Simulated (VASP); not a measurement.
Wanted: the native input for a VASP 6.6.1 run.

```
Task                   : single point
Functional             : r2SCAN
Potentials or basis    : VASP PAW PBE potentials, release 64 (Ba_sv, Zn, Sb, F)
Cutoff                 : 520 eV
k mesh                 : 8 × 8 × 4
Occupations            : fermi-dirac, width 0.1 eV
Spin                   : no spin polarisation
Dipole correction      : no
Further INCAR settings : ALGO = Normal; EDIFF = 1e-06; NBANDS = 44
```

BaZnSbF:

```
CELL_PARAMETERS angstrom
4.41982 0.00000 0.00000
0.00000 4.41982 0.00000
0.00000 0.00000 9.71299
ATOMIC_POSITIONS crystal
Ba 0.00000 0.50000 0.34990
Ba 0.50000 0.00000 0.65010
Zn 0.50000 0.50000 0.00000
Zn 0.00000 0.00000 0.00000
Sb 0.50000 0.00000 0.16603
Sb 0.00000 0.50000 0.83397
F 0.50000 0.50000 0.50000
F 0.00000 0.00000 0.50000
```

One way to write it, as run:

POSCAR

```
BaZnSbF
1.0
    4.4198160700      0.0000000000      0.0000000000
    0.0000000000      4.4198160700      0.0000000000
    0.0000000000      0.0000000000      9.7129856300
Ba Zn Sb F
2 2 2 2
Direct
    0.0000000000      0.5000000000      0.3499012941
    0.5000000000      0.0000000000      0.6500987059
    0.5000000000      0.5000000000      0.0000000000
    0.0000000000      0.0000000000      0.0000000000
    0.5000000000      0.0000000000      0.1660308548
    0.0000000000      0.5000000000      0.8339691452
    0.5000000000      0.5000000000      0.5000000000
    0.0000000000      0.0000000000      0.5000000000
```

INCAR.step1

```
PREC     = Accurate       # precision mode
ENCUT    = 520            # plane-wave cutoff, eV
ISMEAR   = -1             # smearing method
SIGMA    = 0.1            # smearing width, eV
LREAL    = F              # projectors in reciprocal space
LASPH    = T              # aspherical terms in the spheres
NELM     = 80             # most SCF steps
NBANDS   = 44             # bands
GGA      = PE             # functional
ALGO     = Normal         # electronic algorithm
EDIFF    = 1E-4           # SCF threshold, eV
LWAVE    = T              # write WAVECAR
LCHARG   = F              # write CHGCAR
```

INCAR.step2

```
PREC     = Accurate       # precision mode
ENCUT    = 520            # plane-wave cutoff, eV
EDIFF    = 1E-6           # SCF threshold, eV
ISMEAR   = -1             # smearing method
SIGMA    = 0.1            # smearing width, eV
LREAL    = F              # projectors in reciprocal space
LASPH    = T              # aspherical terms in the spheres
NELM     = 80             # most SCF steps
ALGO     = Normal         # electronic algorithm
ISIF     = 2              # what is computed and relaxed
LWAVE    = F              # write WAVECAR
LCHARG   = T              # write CHGCAR
METAGGA  = R2SCAN         # meta-GGA
LMIXTAU  = T            
LELF     = T              # ELF
LVHAR    = T            
NBANDS   = 44             # bands
ISTART   = 1
```

KPOINTS

```
regular mesh
0
Gamma
  8 8 4
```

Potentials or basis: VASP PAW PBE potentials, release 64 (Ba_sv, Zn, Sb, F).

The run is started by

```sh
$ cat potpaw_PBE.64/Ba_sv/POTCAR potpaw_PBE.64/Zn/POTCAR potpaw_PBE.64/Sb/POTCAR potpaw_PBE.64/F/POTCAR > POTCAR
$ cp INCAR.step1 INCAR
$ mpirun -np 1 vasp_std > vasp.out
$ cp INCAR.step2 INCAR
$ mpirun -np 1 vasp_std > vasp.out
```

Results of the run:

The pressure is 1.7 GPa and the largest force is 0.104 eV/Å. The band gap on the k mesh is zero (bands 34 and 35 overlap by 0.01 eV).

Caveat: semilocal functionals underestimate gaps, and a narrow one can read as zero; the PAW data sets were made with another functional, which shifts forces and pressure a little; spin-orbit coupling is left out, which moves the levels of the heavy elements.

It took 36 min on 1 thread of Intel Xeon 8259CL, with other jobs on the host, peak memory 0.58 GiB.
